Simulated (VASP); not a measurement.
Write the native input for VASP 6.6.1 that does the following.

```
Task                   : relaxation of cell and atoms
Functional             : LDA
Potentials or basis    : VASP PAW LDA potentials, release 64 (C)
Cutoff                 : 600 eV
k mesh                 : 12 × 12 × 12
Occupations            : gaussian, width 0.02 eV
Spin                   : no spin polarisation
Dipole correction      : no
Further INCAR settings : ALGO = Normal; EDIFF = 1e-07; IBRION = 2; EDIFFG = -0.002; NSW = 100; ISIF = 3
```

The structure of C lies in POSCAR:

```
C
1.0
    0.0000000000      1.7657957124      1.7657957124
    1.7657957124      0.0000000000      1.7657957124
    1.7657957124      1.7657957124      0.0000000000
C
2
Direct
    0.0000000000      0.0000000000      0.0000000000
    0.2500000000      0.2500000000      0.2500000000
```

These files were run (other wordings do the same):

INCAR

```
SYSTEM = C
  ALGO = Normal
  EDIFF = 1E-7
  EDIFFG = -0.002
  ENCUT = 600
  GGA_COMPAT = .False.
  IBRION = 2
  ISIF = 3
  ISMEAR = 0
  LASPH = .True.
  LCHARG = .False.
  LREAL = .False.
  LWAVE = .False.
  NELM = 120
  NELMIN = 4
  NSW = 100
  PREC = Accurate
  SIGMA = 0.02
```

KPOINTS

```
k-points
0
Gamma
  12 12 12
  0 0 0
```

Potentials or basis: VASP PAW LDA potentials, release 64 (C).

Run with:

```console
$ cat potpaw_LDA.64/C/POTCAR > POTCAR
$ mpirun -np 1 vasp_std > vasp.out
```

Results of the run:

```json
{"Relaxed volume": "5.52 Å³/atom", "Relaxed cell": "a = 2.499 Å, b = 2.499 Å, c = 2.499 Å, α = 60.00°, β = 60.00°, γ = 60.00°", "Space group after relaxing (to 0.05 Å)": "Fd-3m (No. 227)", "Energy gained by relaxing": "0.0 meV/atom", "Ionic steps": "3", "Pressure after relaxing": "0.0 GPa", "Band gap on the k mesh": "4.19 eV, indirect (least direct gap 5.62 eV)"}
```

Run time: 16 s on 1 thread of Intel(R) Xeon(R) Platinum 8375C CPU @ 2.90GHz (Ice Lake), with other jobs on the host, peak memory 0.11 GiB.
